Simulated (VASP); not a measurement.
WC, 2 atoms in the cell. The structure is cubic, space group Fm-3m (No. 225). The conventional cell has a = 4.385 Å, b = 4.385 Å, c = 4.385 Å, α = 90.00°, β = 90.00°, γ = 90.00°. Within 2.9 Å of W (site symmetry m-3m) lie 6 C at 2.19 Å. Within 2.9 Å of C (site symmetry m-3m) lie 6 W at 2.19 Å. 

```yaml
Program: VASP 6.6.1
Task: density of states
Functional: LDA
Potentials_or_basis: VASP PAW LDA potentials, release 64 (W_sv, C_h)
Cutoff: 910 eV
k_mesh: 10 × 10 × 10
Occupations: fermi-dirac, width 0.05 eV
Spin: no spin polarisation
Hubbard_terms: W d U = 2.0 eV
Dipole_correction: no
k_mesh_for_the_DOS: 15 × 15 × 15
Second_run: hard_potentials
Occupations_for_the_DOS: tetrahedron
Further_INCAR_settings: ALGO = Normal; EDIFF = 1e-06
```

Potentials or basis: VASP PAW LDA potentials, release 64 (W_sv, C_h).

Command:

```sh
$ cat potpaw_LDA.64/W_sv/POTCAR potpaw_LDA.64/C_h/POTCAR > POTCAR
$ cp INCAR.step1 INCAR
$ cp KPOINTS.step1 KPOINTS
$ mpirun -np 1 vasp_std > vasp.out
$ cp INCAR.step2 INCAR
$ cp KPOINTS.step2 KPOINTS
$ mpirun -np 1 vasp_std > vasp.out
```

Hardware: 1 thread of Intel(R) Xeon(R) Platinum 8559C (Emerald Rapids), with other jobs on the host.

Q: How long does it take, and how much memory?

A: Wall time 24 s on 1 thread of Intel(R) Xeon(R) Platinum 8559C (Emerald Rapids), on a shared host, peak memory 0.22 GiB. Counts: k points 120.
